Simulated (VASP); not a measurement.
Wanted: the native input for a VASP 6.6.1 run.

```
Task                   : single point
Functional             : PBE exchange alone
Potentials or basis    : VASP PAW PBE potentials, release 64 (Hg, Te)
Cutoff                 : 520 eV
k mesh                 : 7 × 7 × 7
Occupations            : fermi-dirac, width 0.05 eV
Spin                   : no spin polarisation
Dipole correction      : no
Further INCAR settings : ALGO = Normal; EDIFF = 1e-06; NBANDS = 16
```

The structure of HgTe (Coloradoite) lies in POSCAR:

```
HgTe
1.0
    0.0000000000      3.2357886999      3.2357886999
    3.2357886999      0.0000000000      3.2357886999
    3.2357886999      3.2357886999      0.0000000000
Hg Te
1 1
Direct
    0.0000000000      0.0000000000      0.0000000000
    0.7500000000      0.7500000000      0.7500000000
```

One way to write it, as run:

INCAR

```
PREC = Accurate
ENCUT = 520
EDIFF = 1E-6
ISMEAR = -1
SIGMA = 0.05
LREAL = False
LASPH = True
NELM = 60
ALGO = Normal
ISIF = 2
LWAVE = False
LCHARG = False
GGA = PE
ALDAC = 0.0
AGGAC = 0.0
NBANDS = 16
```

KPOINTS

```
Automatic mesh
0
Gamma
  7 7 7
```

Potentials or basis: VASP PAW PBE potentials, release 64 (Hg, Te).

Command:

```sh
$ cat potpaw_PBE.64/Hg/POTCAR potpaw_PBE.64/Te/POTCAR > POTCAR
$ mpirun -np 1 vasp_std > vasp.out
```

It gave:

The pressure is 11.3 GPa and the band gap on the k mesh is zero (filled and empty bands touch).

Caveat: spin-orbit coupling is left out, which moves the levels of the heavy elements.

It took 46 s on 1 thread of AMD EPYC 7R13, on a shared host, peak memory 0.18 GiB.
